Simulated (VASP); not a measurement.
# ZnS: single point with LDA+U

ZnS:

```
Zn S
1.0
     1.90307    1.09874    9.35195
    -1.90307    1.09874    9.35195
     0.00000   -2.19748    9.35195
Zn S
3 3
Direct
  0.99997 0.99997 0.99997
  0.22227 0.22227 0.22227
  0.44461 0.44461 0.44461
  0.08327 0.08327 0.08327
  0.52784 0.52784 0.52784
  0.30536 0.30536 0.30536
```

```json
{
 "Program": "VASP 6.6.1",
 "Task": "single point",
 "Functional": "LDA",
 "Potentials or basis": "VASP PAW LDA potentials, release 64 (Zn, S)",
 "Cutoff": "520 eV",
 "k mesh": "6 × 6 × 6",
 "Occupations": "gaussian, width 0.01 eV",
 "Spin": "no spin polarisation",
 "Hubbard terms": "Zn d U = 4.5 eV"
}
```

* Pressure: -5.3 GPa
* Largest force: 0.021 eV/Å
* Band gap on the k mesh: 2.25 eV

Forces on the atoms (eV/Å):
```
Zn   0.000  0.000 -0.006
Zn   0.000  0.000 -0.007
Zn   0.000  0.000 -0.021
S    0.000  0.000  0.014
S    0.000  0.000  0.008
S    0.000  0.000  0.012
```

Levels at points of the mesh, in eV from the valence-band top:
| k point | band 23 | band 24 | band 25 | band 26 | band 27 | band 28 | band 29 | band 30 | band 31 | band 32 |
| --- | --- | --- | --- | --- | --- | --- | --- | --- | --- | --- |
| (0.00, 0.00, 0.00) | -0.63 | -0.63 | -0.05 | 0.00 | 0.00 | 2.25 | 3.40 | 3.55 | 6.45 | 6.45 |
| (0.50, 0.00, 0.00) | -2.07 | -1.82 | -1.81 | -1.23 | -0.81 | 3.30 | 3.89 | 4.05 | 4.89 | 5.22 |
| (0.50, 0.50, 0.00) | -2.10 | -1.83 | -1.20 | -1.18 | -1.18 | 3.33 | 3.60 | 4.28 | 4.94 | 5.79 |
| (0.50, 0.50, 0.50) | -0.82 | -0.23 | -0.23 | -0.22 | -0.22 | 3.23 | 3.38 | 3.52 | 6.34 | 6.42 |

Eigenvalues of the final occupation matrices:
| site | spin | trace | eigenvalues |
| --- | --- | --- | --- |
| site 1 d | 1 | 4.95 | 0.98 0.98 1.00 1.00 1.00 |
| site 1 d | 2 | 4.95 | 0.98 0.98 1.00 1.00 1.00 |
| site 2 d | 1 | 4.95 | 0.98 0.98 1.00 1.00 1.00 |
| site 2 d | 2 | 4.95 | 0.98 0.98 1.00 1.00 1.00 |
| site 3 d | 1 | 4.95 | 0.98 0.98 1.00 1.00 1.00 |
| site 3 d | 2 | 4.95 | 0.98 0.98 1.00 1.00 1.00 |

Run time: 17 min on 1 thread of Intel Xeon 8259CL, with other jobs on the host, peak memory 0.52 GiB.

Caveat: the cell stands under tension. A k mesh can miss the band edges.
